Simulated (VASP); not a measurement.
Here is a VASP 6.6.1 calculation.

File INCAR:

```
PREC = Accurate
ENCUT = 520
EDIFF = 1E-6
ISMEAR = 0
SIGMA = 0.05
LREAL = False
LASPH = True
NELM = 80
ALGO = Normal
ISIF = 2
LWAVE = False
LCHARG = False
GGA = PS
NBANDS = 20
```

Contents of KPOINTS:

```
Automatic mesh
0
Gamma
  12 12 2
```

POSCAR

```
WSe2
1.0
    3.2702526784      0.0000000000      0.0000000000
   -1.6351263392      2.8321218963      0.0000000000
    0.0000000000      0.0000000000     16.6612169706
W Se
1 2
Direct
    0.0000000000      0.0000000000      0.0007502453
    0.3333333333      0.6666666667      0.1003992721
    0.3333333333      0.6666666667      0.8996007279
```

Potentials or basis: VASP PAW PBE potentials, release 64 (W_sv, Se).

The run is started by

```sh
$ cat potpaw_PBE.64/W_sv/POTCAR potpaw_PBE.64/Se/POTCAR > POTCAR
$ mpirun -np 1 vasp_std > vasp.out
```

Task: Estimate the largest force.

Result: 0.374 eV/Å.

Task: Estimate the band gap on the k mesh.

Result: 1.69 eV.

Forces on the atoms (eV/Å):
```
W    0.000  0.000 -0.374
Se   0.000  0.000  0.250
Se   0.000  0.000  0.124
```

Caveat: the cell differs from its parent crystal (all W atoms moved +0.013 Å, as atom 1 along Cartesian [0 0 1]); there is no dipole correction, which matters where the two faces differ; the PAW data sets were made with another functional, which shifts forces and pressure a little; spin-orbit coupling is left out, which moves the levels of the heavy elements.
